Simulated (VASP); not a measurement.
A run of VASP 6.6.1 is set up as follows.

Contents of INCAR:

```
SYSTEM = Si4O7
PREC = Accurate
ENCUT = 520
EDIFF = 1E-6
ISMEAR = 0
SIGMA = 0.05
LREAL = .FALSE.
LASPH = .TRUE.
NELM = 100
ALGO = Normal
ISIF = 2
LWAVE = .FALSE.
LCHARG = .FALSE.
NBANDS = 40
```

KPOINTS

```
regular mesh
0
G
  6 6 6
  0 0 0
```

POSCAR

```
Si4O7
1.0
    0.0000000000      4.1548619959     -2.6614337333
    0.0000000000     -4.1548619959     -2.6614337333
   -4.1548619959      0.0000000000      2.6614337333
Si O
4 7
Direct
    0.2500000000      0.7500000000      0.5000000000
    0.7500000000      0.2500000000      0.5000000000
    0.0000000000      0.0000000000      1.0000000000
    0.5000000000      0.5000000000      1.0000000000
    1.0000000000      0.3055647994      0.3055647994
    0.5555647994      0.7500000000      0.8055647994
    0.0555647994      0.2500000000      0.8055647994
    0.0000000000      0.6944352006      0.6944352006
    0.4574530525      0.0972176003      0.5546706528
    0.9444352006      0.7500000000      0.1944352006
    0.4444352006      0.2500000000      0.1944352006
```

Potentials or basis: VASP PAW LDA potentials, release 64 (Si, O).

The run is started by

```sh
$ cat potpaw_LDA.64/Si/POTCAR potpaw_LDA.64/O/POTCAR > POTCAR
$ mpirun -np 1 vasp_std > vasp.out
```

Task: What does it give for the pressure?

Result: 19.2 GPa.

Task: Predict the largest force.

Result: 11.260 eV/Å.

Stress tensor (GPa, compression positive):
```
 7.77 -2.01  0.00
-2.01  9.35  0.00
 0.00  0.00 40.51
```

Caveat: the cell differs from its parent crystal (atom 9 moved 0.250 of the way to it and -0.250 Å across, host rigid).
